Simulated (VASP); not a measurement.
# MgB2 (P2/m) in VASP: notebook

MgB2 is run at these levels: PBE; tasks: single point.

Program: VASP 6.6.1. These are calculated values, not measurements. Logs are shortened: lines on timing, memory, paths and dates and some standing lists are left out, and cuts for length are marked.

## (1) The cell of the first run

Symmetry: P2/m, No. 10, monoclinic system. The conventional cell has a = 3.072 Å, b = 3.523 Å, c = 3.085 Å, α = 90.00°, β = 119.57°, γ = 90.00°. Mg (site symmetry 2/m) has 12 B at 2.50 to 2.51 Å and 6 Mg at 3.07 to 3.10 Å within 3.3 Å. B (site symmetry m) has 3 B at 1.77 to 1.79 Å within 2.4 Å.

## (2) Single point, PBE

INCAR reads:

```
PREC = Accurate
ENCUT = 520
EDIFF = 1E-6
ISMEAR = -1
SIGMA = 0.05
LREAL = False
LASPH = True
NELM = 80
ALGO = Normal
ISIF = 2
LWAVE = False
LCHARG = False
GGA = PE
NBANDS = 11
```

KPOINTS reads:

```
regular mesh
0
Gamma
  8 8 6
```

POSCAR reads:

```
MgB2
1.0
    3.0850000000     -0.0154250000      0.0000000000
   -1.5558584419      2.6794008707      0.0000000000
    0.0000000000      0.0000000000      3.5230000000
Mg B
1 2
Direct
    0.0000000000      0.0000000000      0.0000000000
    0.6666666667      0.3333333333      0.5000000000
    0.3333333333      0.6666666667      0.5000000000
```

Potentials or basis: VASP PAW PBE potentials, release 64 (Mg, B).

On the command line:

```console
$ cat potpaw_PBE.64/Mg/POTCAR potpaw_PBE.64/B/POTCAR > POTCAR
$ mpirun -np 1 vasp_std > vasp.out
```

OUTCAR:

```text
PREC = Accurate
   ENCUT = 520
   EDIFF = 1E-6
   ISMEAR = -1
   LREAL = False
   LASPH = True
   NELM = 80
   ISIF = 2
   GGA = PE

 ion  position               nearest neighbor table
   1  0.000  0.000  0.000-   2 2.50   2 2.50   3 2.50   3 2.50   2 2.51   2 2.51   3 2.51   3 2.51
                             2 2.51   3 2.51   2 2.51   3 2.51
   2  0.667  0.333  0.500-   3 1.77   3 1.78   3 1.79   1 2.50   1 2.50   1 2.51   1 2.51   1 2.51
                             1 2.51
   3  0.333  0.667  0.500-   2 1.77   2 1.78   2 1.79   1 2.50   1 2.50   1 2.51   1 2.51   1 2.51
                             1 2.51

  LATTYP: Found a simple monoclinic cell.
 ALAT       =     3.0716512407
 B/A-ratio  =     1.1469401061
 C/A-ratio  =     1.0043583469
 COS(beta)  =    -0.4934813924

  Lattice vectors:

 A1 = (   1.5291415581,   2.6639758707,   0.0000000000)
 A2 = (   0.0000000000,   0.0000000000,  -3.5230000000)
 A3 = (  -3.0850000000,   0.0154250000,   0.0000000000)

Analysis of symmetry for initial positions (statically):
=====================================================================
 Subroutine PRICEL returns:
 Original cell was already a primitive cell.

 Routine SETGRP: Setting up the symmetry group for a
 simple monoclinic supercell.

 Subroutine GETGRP returns: Found  4 space group operations
 (whereof  4 operations were pure point group operations)
 out of a pool of  4 trial point group operations.

The static configuration has the point symmetry C_2h.

Analysis of symmetry for dynamics (positions and initial velocities):
=====================================================================
 Subroutine PRICEL returns:
 Original cell was already a primitive cell.

 Routine SETGRP: Setting up the symmetry group for a
 simple monoclinic supercell.

 Subroutine GETGRP returns: Found  4 space group operations
 (whereof  4 operations were pure point group operations)
 out of a pool of  4 trial point group operations.

The dynamic configuration has the point symmetry C_2h.

 Subroutine INISYM returns: Found  4 space group operations
 (whereof  4 operations are pure point group operations),
 and found     1 'primitive' translations

----------------------------------------------------------------------------------------

                                     Primitive cell

  volume of cell :      29.0364

  direct lattice vectors                    reciprocal lattice vectors
     3.085000000 -0.015425000  0.000000000     0.325092974  0.188773040  0.000000000
    -1.555858442  2.679400871  0.000000000     0.001871523  0.374304508  0.000000000
     0.000000000  0.000000000  3.523000000     0.000000000  0.000000000  0.283848992

  length of vectors
     3.085038562  3.098368041  3.523000000     0.375926459  0.374309187  0.283848992

  position of ions in fractional coordinates (direct lattice)
     0.000000000  0.000000000  0.000000000
     0.666666667  0.333333333  0.500000000
     0.333333333  0.666666667  0.500000000

  ion indices of the primitive-cell ions
   primitive index   ion index
                 1           1
                 2           2
                 3           3

----------------------------------------------------------------------------------------

 KPOINTS: regular mesh

Automatic generation of k-mesh.
 Grid dimensions read from file:
 generate k-points for:    8    8    6

 Generating k-lattice:

  Cartesian coordinates                     Fractional coordinates (reciprocal lattice)
     0.040636622  0.023596630  0.000000000     0.125000000  0.000000000  0.000000000
     0.000233940  0.046788063  0.000000000     0.000000000  0.125000000  0.000000000
     0.000000000  0.000000000  0.047308165     0.000000000  0.000000000  0.166666667

  Length of vectors
     0.046990807  0.046788648  0.047308165

  Shift w.r.t. Gamma in fractional coordinates (k-lattice)
     0.000000000  0.000000000  0.000000000

 Subroutine IBZKPT returns following result:
 ===========================================

 Found    136 irreducible k-points:

 Following reciprocal coordinates:
            Coordinates               Weight
  0.000000  0.000000  0.000000      1.000000
  0.125000  0.000000  0.000000      2.000000
  0.250000  0.000000  0.000000      2.000000
  0.375000  0.000000  0.000000      2.000000
  0.500000  0.000000  0.000000      1.000000
  0.000000  0.125000  0.000000      2.000000
[... 16 lines left out ...]
  0.125000  0.375000  0.000000      2.000000
  0.250000  0.375000  0.000000      2.000000
 [... further k-points ...]
   k-points           NKPTS =    136   k-points in BZ     NKDIM =    136   number of bands    NBANDS=     11
   number of dos      NEDOS =    301   number of ions     NIONS =      3
   total plane-waves  NPLWV =  16128
   dimension x,y,z NGX =    24 NGY =   24 NGZ =   28
   dimension x,y,z NGXF=    48 NGYF=   48 NGZF=   56
   ions per type =               1   2
   NGX,Y,Z   is equivalent  to a cutoff of  12.93, 12.88, 13.21 a.u.
   NGXF,Y,Z  is equivalent  to a cutoff of  25.87, 25.75, 26.43 a.u.
 SYSTEM =  unknown system
   PREC   = accura    normal or accurate (medium, high low for compatibility)
   ISTART =      0    job   : 0-new  1-cont  2-samecut
   ICHARG =      2    charge: 1-file 2-atom 10-const
   ISPIN  =      1    spin polarized calculation?
   LNONCOLLINEAR =      F non collinear calculations
   LSORBIT =      F    spin-orbit coupling
   LASPH  =      T    aspherical Exc in radial PAW
   ENCUT  =  520.0 eV  38.22 Ry    6.18 a.u.   5.74  5.76  6.55*2*pi/ulx,y,z
   NELM   =     80;   NELMIN=  2; NELMDL= -5     # of ELM steps
   EDIFF  = 0.1E-05   stopping-criterion for ELM
   LREAL  =      F    real-space projection
   EDIFFG = 0.1E-04   stopping-criterion for IOM
   NSW    =      0    number of steps for IOM
   IBRION =     -1    ionic relax: 0-MD 1-quasi-New 2-CG
   NFREE  =      0    steps in history (QN), initial steepest desc. (CG)
   ISIF   =      2    stress and relaxation
   ISYM   =      2    0-nonsym 1-usesym 2-fastsym
   POTIM  = 0.5000    time-step for ionic-motion
   TEBEG  =    0.0;   TEEND  =   0.0 temperature during run
   PSTRESS=    0.0 pullay stress
   NELECT =       8.0000    total number of electrons
   NUPDOWN=      -1.0000    fix difference up-down
   EMIN   =  10.00;   EMAX   =-10.00  energy-range for DOS
   EFERMI =   0.00;   METHOD = LEGACY
   ISMEAR =    -1;   SIGMA  =   0.05  broadening in eV -4-tet -1-fermi 0-gaus
   EFERMI_NEDOS =   21; number of points for ismear=-14 and -15
   IALGO  =     38    algorithm
   IMIX   =      4    mixing-type and parameters
     AMIX     =   0.40;   BMIX     =  1.00
     AMIX_MAG =   1.60;   BMIX_MAG =  1.00
  volume/ion in A,a.u.               =       9.68        65.32
  Fermi-wavevector in a.u.,A,eV,Ry     =   1.065264  2.013057 15.439719  1.134787
  Thomas-Fermi vector in A             =   2.200810
   LORBIT       =      0    0 simple, 1 ext, 2 COOP (PROOUT), +10 PAW based schemes
   GGA     = PE    functional components
   LHFCALC =     F    Hartree Fock is set to
   AEXX    =    0.0000 exact exchange contribution
   IVDW    =     0    specifies the selected vdW correction
   LEPSILON=     F    determine dielectric tensor
   LRPA    =     F    only Hartree local field effects (RPA)
 non-spin polarized calculation
  energy-cutoff  :      520.00
  volume of cell :       29.04
 maximum number of plane-waves:       793
   NGX = 11   NGY = 11   NGZ = 13

 number of electron       8.0000000 magnetization

 Free energy of the ion-electron system (eV)
  ---------------------------------------------------
  ext. energy  EPLUGINS =         0.00000000
  ---------------------------------------------------
  free energy    TOTEN  =       -15.31520997 eV

  energy without entropy =      -15.30514877  energy(sigma->0) =      -15.31017937

 E-fermi :   5.2615     XC(G=0): -10.9117

 val. band max:        5.1948321715   @ k =   0.2500   0.5000   0.5000
 cond. band min:       5.2670683654   @ k =   0.1250   0.0000   0.3333
 fundamental gap:      0.0722361940
 Fermi energy:         5.2614923961

 k-point     1 :       0.0000    0.0000    0.0000
  band No.  band energies     occupation
      1      -7.1525      2.00000
      2       2.3280      2.00000
      3       5.5930      0.00263
      4       5.6497      0.00085
      5       6.9166      0.00000
      6      11.4829      0.00000
      7      11.6269      0.00000
      8      13.3491      0.00000
      9      15.1898      0.00000
     10      17.9165      0.00000
     11      21.2997      0.00000

 k-point     2 :       0.1250    0.0000    0.0000
  band No.  band energies     occupation
      1      -6.8794      2.00000
      2       2.5945      2.00000
      3       4.3992      2.00000
      4       5.0060      1.98801
      5       7.1669      0.00000
      6      11.2496      0.00000
      7      12.6385      0.00000
      8      13.9841      0.00000
      9      14.2775      0.00000
     10      19.2448      0.00000
     11      20.3879      0.00000

 k-point     3 :       0.2500    0.0000    0.0000
  band No.  band energies     occupation
      1      -6.0672      2.00000
      2       1.9287      2.00000
      3       3.3786      2.00000
      4       4.0018      2.00000
      5       7.8900      0.00000
      6      10.4833      0.00000
      7      12.1102      0.00000
      8      14.5554      0.00000
      9      15.2327      0.00000
     10      19.1296      0.00000
     11      19.4995      0.00000
[... 267 lines left out ...]
 k-point    23 :       0.1250    0.3750    0.0000
  band No.  band energies     occupation
      1      -3.7407      2.00000
      2      -1.6401      2.00000
      3       2.0766      2.00000
      4       5.3926      0.13536
      5       8.6348      0.00000
      6       9.9523      0.00000
      7      10.8569      0.00000
      8      12.8889      0.00000
      9      15.9892      0.00000
     10      17.8324      0.00000
     11      18.7977      0.00000

 k-point    24 :       0.2500    0.3750    0.0000
  band No.  band energies     occupation
      1      -2.5604      2.00000
      2      -1.9303      2.00000
      3       0.1025      2.00000
      4       6.3704      0.00000
      5       7.7245      0.00000
      6      11.0718      0.00000
      7      11.5147      0.00000
      8      13.8865      0.00000
      9      14.3439      0.00000
     10      16.8528      0.00000
     11      18.3769      0.00000

 [... further k-points ...]

------------------------ aborting loop because EDIFF is reached ----------------------------------------

  FORCE on cell =-STRESS in cart. coord.  units (eV):
  Direction    XX          YY          ZZ          XY          YZ          ZX
  --------------------------------------------------------------------------------------
  -------------------------------------------------------------------------------------
  Total       -0.1588392     -0.1645348     -0.2948303      0.3178827      0.0000000      0.0000000
  in kB       -8.7644663     -9.0787418    -16.2682184     17.5402086      0.0000000      0.0000000
  external PRESSURE =     -11.3704755 kB  Pullay stress =       0.0000000 kB

 VOLUME and BASIS-vectors are now :
 -----------------------------------------------------------------------------
  energy-cutoff  :      520.00
  volume of cell :       29.04
      direct lattice vectors                 reciprocal lattice vectors
     3.085000000 -0.015425000  0.000000000     0.325092974  0.188773040  0.000000000
    -1.555858442  2.679400871  0.000000000     0.001871523  0.374304508  0.000000000
     0.000000000  0.000000000  3.523000000     0.000000000  0.000000000  0.283848992

 POSITION                                       TOTAL-FORCE (eV/Angst)
 -----------------------------------------------------------------------------------
      0.00000      0.00000      0.00000         0.000000      0.000000      0.000000
      1.53805      0.88285      1.76150        -0.043759      0.000251     -0.000000
     -0.00891      1.78113      1.76150         0.043759     -0.000251      0.000000
 -----------------------------------------------------------------------------------
    total drift:                                0.000000     -0.000000      0.000000

  FREE ENERGIE OF THE ION-ELECTRON SYSTEM (eV)
  ---------------------------------------------------
  free  energy   TOTEN  =       -15.3152099746 eV

  energy  without entropy=      -15.3051487699  energy(sigma->0) =      -15.31017937
```

It took 35 s on 1 thread of AMD EPYC 7R43 (Zen 3), shared host; peak memory 0.14 GiB.

What came out:

```
Free energy            : -15.3152 eV
Pressure               : -1.1 GPa
Largest force          : 0.044 eV/Å
Band gap on the k mesh : zero (bands 4 and 5 overlap by 2.59 eV)
```

Forces in eV/Å, atoms in the order of the input:
```
Mg   0.000  0.000  0.000
B   -0.044  0.000  0.000
B    0.044  0.000  0.000
```

Stress tensor (GPa, compression positive):
```
-0.88  1.75  0.00
 1.75 -0.91  0.00
 0.00  0.00 -1.63
```

Levels at points of the mesh, in eV from the Fermi level:
```tsv
k point	band 1	band 2	band 3	band 4	band 5	band 6	band 7	band 8
(0.00, 0.00, 0.00)	-12.41	-2.93	0.33	0.39	1.66	6.22	6.37	8.09
(0.50, 0.00, 0.00)	-8.49	-7.81	-2.24	0.25	3.09	3.76	5.37	7.09
(0.00, 0.50, 0.00)	-8.54	-7.82	-2.17	0.21	3.08	3.87	5.33	7.09
(0.50, 0.50, 0.00)	-8.58	-7.84	-2.10	0.18	3.06	3.98	5.29	7.10
(0.00, 0.00, 0.50)	-11.14	-7.42	0.71	0.76	6.56	6.69	7.94	9.84
(0.50, 0.00, 0.50)	-7.51	-6.91	-3.52	-1.95	-1.26	5.55	8.66	8.77
(0.00, 0.50, 0.50)	-7.56	-6.92	-3.56	-1.88	-1.29	5.69	8.76	8.90
(0.50, 0.50, 0.50)	-7.61	-6.92	-3.60	-1.81	-1.32	5.84	8.86	9.03
```

## (3) Single point, PBE

INCAR reads:

```
ALGO = Normal
EDIFF = 1E-6
ENCUT = 520
GGA = PE
ISIF = 2
ISMEAR = -1
LASPH = True
LCHARG = True
LELF = True
LREAL = False
LVHAR = True
LWAVE = False
NBANDS = 11
NELM = 80
PREC = Accurate
SIGMA = 0.05
```

KPOINTS reads:

```
k-points
0
Gamma
  8 8 6
```

POSCAR reads:

```
MgB2
1.0
    3.0850000000      0.0154250000      0.0000000000
   -1.5291415581      2.6639758707      0.0000000000
    0.0000000000      0.0000000000      3.5230000000
Mg B
1 2
Direct
    0.0000000000      0.0000000000      0.0000000000
    0.6666666667      0.3333333333      0.5000000000
    0.3333333333      0.6666666667      0.5000000000
```

Potentials or basis: VASP PAW PBE potentials, release 64 (Mg, B).

On the command line:

```console
$ cat potpaw_PBE.64/Mg/POTCAR potpaw_PBE.64/B/POTCAR > POTCAR
$ mpirun -np 1 vasp_std > vasp.out
```

OUTCAR:

```text
EDIFF = 1E-6
   ENCUT = 520
   GGA = PE
   ISIF = 2
   ISMEAR = -1
   LASPH = True
   LREAL = False
   NELM = 80
   PREC = Accurate

 ion  position               nearest neighbor table
   1  0.000  0.000  0.000-   2 2.50   3 2.50   2 2.50   3 2.50   3 2.51   3 2.51   2 2.51   2 2.51
                             2 2.51   2 2.51   3 2.51   3 2.51
   2  0.667  0.333  0.500-   3 1.77   3 1.78   3 1.79   1 2.50   1 2.50   1 2.51   1 2.51   1 2.51
                             1 2.51
   3  0.333  0.667  0.500-   2 1.77   2 1.78   2 1.79   1 2.50   1 2.50   1 2.51   1 2.51   1 2.51
                             1 2.51

  Warning from LATTYP: Monoclinic adjustment (A1->A3, A2->A1, A3->A2)!
  LATTYP: Found a simple monoclinic cell.
 ALAT       =     3.0716512407
 B/A-ratio  =     1.1469401061
 C/A-ratio  =     1.0043583469
 COS(beta)  =    -0.4934813924

  Lattice vectors:

 A1 = (  -1.5291415581,   2.6639758707,   0.0000000000)
 A2 = (   0.0000000000,   0.0000000000,   3.5230000000)
 A3 = (   3.0850000000,   0.0154250000,   0.0000000000)

Analysis of symmetry for initial positions (statically):
=====================================================================
 Subroutine PRICEL returns:
 Original cell was already a primitive cell.
[... 187 lines left out ...]
      8      13.3491      0.00000
      9      15.1898      0.00000
     10      17.9165      0.00000
     11      21.2997      0.00000
[... 309 lines left out ...]
 k-point    24 :       0.2500    0.3750    0.0000
  band No.  band energies     occupation
      1      -2.5604      2.00000
      2      -1.9303      2.00000
      3       0.1025      2.00000
      4       6.3704      0.00000
      5       7.7245      0.00000
      6      11.0718      0.00000
      7      11.5147      0.00000
      8      13.8865      0.00000
      9      14.3439      0.00000
     10      16.8528      0.00000
     11      18.3769      0.00000

 [... further k-points ...]

------------------------ aborting loop because EDIFF is reached ----------------------------------------

  FORCE on cell =-STRESS in cart. coord.  units (eV):
  Direction    XX          YY          ZZ          XY          YZ          ZX
  --------------------------------------------------------------------------------------
  -------------------------------------------------------------------------------------
  Total       -0.1588379     -0.1645356     -0.2948509     -0.3178837      0.0000000      0.0000000
  in kB       -8.7643981     -9.0787856    -16.2693507    -17.5402645      0.0000000      0.0000000
  external PRESSURE =     -11.3708448 kB  Pullay stress =       0.0000000 kB

 VOLUME and BASIS-vectors are now :
 -----------------------------------------------------------------------------
  energy-cutoff  :      520.00
  volume of cell :       29.04
      direct lattice vectors                 reciprocal lattice vectors
     3.085000000  0.015425000  0.000000000     0.323221451  0.185531468  0.000000000
    -1.529141558  2.663975871  0.000000000    -0.001871523  0.374304508  0.000000000
     0.000000000  0.000000000  3.523000000     0.000000000  0.000000000  0.283848992

 POSITION                                       TOTAL-FORCE (eV/Angst)
 -----------------------------------------------------------------------------------
      0.00000      0.00000      0.00000         0.000000      0.000000      0.000000
      1.54695      0.89828      1.76150         0.043760      0.000252      0.000000
      0.00891      1.78113      1.76150        -0.043760     -0.000252      0.000000
 -----------------------------------------------------------------------------------
    total drift:                                0.000000     -0.000000      0.000000

  FREE ENERGIE OF THE ION-ELECTRON SYSTEM (eV)
  ---------------------------------------------------
  free  energy   TOTEN  =       -15.3152099674 eV

  energy  without entropy=      -15.3051487595  energy(sigma->0) =      -15.31017936
```

It took 36 s on 1 thread of AMD EPYC 7R43 (Zen 3), shared host; peak memory 0.14 GiB.

What came out:

* Free energy: -15.3152 eV
* Pressure: -1.1 GPa
* Largest force: 0.044 eV/Å
* Band gap on the k mesh: zero (bands 4 and 5 overlap by 2.59 eV)

Forces in eV/Å, atoms in the order of the input:
```
Mg   0.000  0.000  0.000
B    0.044  0.000  0.000
B   -0.044  0.000  0.000
```

Levels at points of the mesh, in eV from the Fermi level:
```
           k point  band 1  band 2  band 3  band 4  band 5  band 6  band 7  band 8
(0.00, 0.00, 0.00)  -12.41   -2.93    0.33    0.39    1.66    6.22    6.37    8.09
(0.50, 0.00, 0.00)   -8.58   -7.84   -2.10    0.18    3.06    3.98    5.29    7.10
(0.00, 0.50, 0.00)   -8.54   -7.82   -2.17    0.21    3.08    3.87    5.33    7.09
(0.50, 0.50, 0.00)   -8.49   -7.81   -2.24    0.25    3.09    3.76    5.37    7.09
(0.00, 0.00, 0.50)  -11.14   -7.42    0.71    0.76    6.56    6.69    7.94    9.84
(0.50, 0.00, 0.50)   -7.61   -6.92   -3.60   -1.81   -1.32    5.84    8.86    9.03
(0.00, 0.50, 0.50)   -7.56   -6.92   -3.56   -1.88   -1.29    5.69    8.76    8.90
(0.50, 0.50, 0.50)   -7.51   -6.91   -3.52   -1.95   -1.26    5.55    8.66    8.77
```
